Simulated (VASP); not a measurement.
Input of a VASP 6.6.1 run:

Contents of INCAR:

```
  ALGO = Normal
  EDIFF = 1E-6
  ENCUT = 520
  GGA = PE
  ISIF = 2
  ISMEAR = -1
  LASPH = True
  LCHARG = False
  LREAL = False
  LWAVE = False
  NBANDS = 15
  NELM = 80
  PREC = Accurate
  SIGMA = 0.02
```

KPOINTS

```
k-points
0
Gamma
  10 10 10
```

File POSCAR:

```
CaO
1.0
    0.0000000000      2.5334912059      2.3348363765
    2.5334912059      0.0000000000      2.3348363765
    2.5334912059      2.5334912059      0.0000000000
Ca O
1 1
Direct
    0.0000000000      0.0000000000      0.0000000000
    0.5000000000      0.5000000000      0.5000000000
```

Potentials or basis: VASP PAW PBE potentials, release 64 (Ca_sv, O).

Run with:

```console
$ cat potpaw_PBE.64/Ca_sv/POTCAR potpaw_PBE.64/O/POTCAR > POTCAR
$ mpirun -np 1 vasp_std > vasp.out
```

What does it give for the band gap on the k mesh?

3.37 eV, indirect (least direct gap 3.85 eV).

Estimate the pressure.

-3.9 GPa.

Stress tensor (GPa, compression positive):
```
-7.27  0.00  0.00
 0.00 -7.27  0.00
 0.00  0.00  2.96
```

Caveat: the cell differs from its parent crystal (epitaxial xy strain +5.7%). A k mesh can miss the band edges.
